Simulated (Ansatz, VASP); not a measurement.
# One calculation of BaF2, two programs

```xyz
3
Lattice="0.0000 2.9682 2.9682 2.9682 0.0000 2.9682 2.9682 2.9682 0.0000" Properties=species:S:1:pos:R:3 pbc="T T T"
Ba    0.0000    0.0000    0.0000
F     1.4841    1.4841    1.4841
F     4.4522    4.4522    4.4522
```

Alike in both runs: task single point; functional r2SCAN; k mesh 6 × 6 × 6; occupations gaussian, width 0.02 eV; no spin polarisation.

```csv
,VASP,Ansatz
version,VASP 6.6.1,Ansatz 0.2.0
potentials or method,"VASP PAW PBE potentials, release 64 (Ba_sv, F), cutoff 660 eV","scalar-relativistic, plane waves, PAW"
valence electrons in the cell,24,24
```

VASP gave:

- gap on the k mesh at the Fermi level (eV): 7.89
- least direct gap on the mesh (eV): 8.04
- pressure (GPa): 12.3

Question: What did Ansatz give for the same quantities?

Answer: gap on the k mesh at the Fermi level (eV): 7.97; least direct gap on the mesh (eV): 8.14; pressure (GPa): 10.6.

VASP's potentials were made for PBE, not for r2SCAN. The functional is the same, so the differences come from potentials, cutoffs and numerics.

Neither program's run includes spin-orbit coupling.
